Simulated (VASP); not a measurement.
A run of VASP 6.6.1:

The input INCAR:

```
PREC = Accurate
ENCUT = 600
EDIFF = 1E-7
ISMEAR = 0
SIGMA = 0.15
LREAL = F
LASPH = T
NELM = 200
ALGO = Normal
ISIF = 3
LWAVE = F
LCHARG = F
GGA = PE
IBRION = 2
NSW = 36
EDIFFG = -0.08
GGA_COMPAT = F
NELMIN = 4
LMAXMIX = 6
```

Contents of KPOINTS:

```
Automatic mesh
0
Gamma
  4 4 2
```

Contents of POSCAR:

```
Tb2GeO
1.0
    3.9177744400      0.0000000000      0.0000000000
    0.0000000000      3.9177744400      0.0000000000
    0.0000000000      0.0000000000      6.2887988700
Tb Ge O
2 1 1
Direct
    0.5000000000      0.5000000000      0.2865647200
    0.5000000000      0.5000000000      0.7134352800
    0.0000000000      0.0000000000      0.0000000000
    0.5000000000      0.5000000000      0.0000000000
```

Potentials or basis: VASP PAW PBE potentials, release 64 (Tb_3, Ge_d, O), 4f in core.

Run with:

```bash
$ cat potpaw_PBE.64/Tb_3/POTCAR potpaw_PBE.64/Ge_d/POTCAR potpaw_PBE.64/O/POTCAR > POTCAR
$ mpirun -np 1 vasp_std > vasp.out
```

Hardware: 1 thread of Intel(R) Xeon(R) 6975P-C (Granite Rapids), on a shared host.

**Question.** How long does it take, and how much memory?

**Answer.** Run time: 3.3 min on 1 thread of Intel(R) Xeon(R) 6975P-C (Granite Rapids) (shared host), peak memory 0.25 GiB. Counts: scf iterations 184, k points 12, ion steps 13.
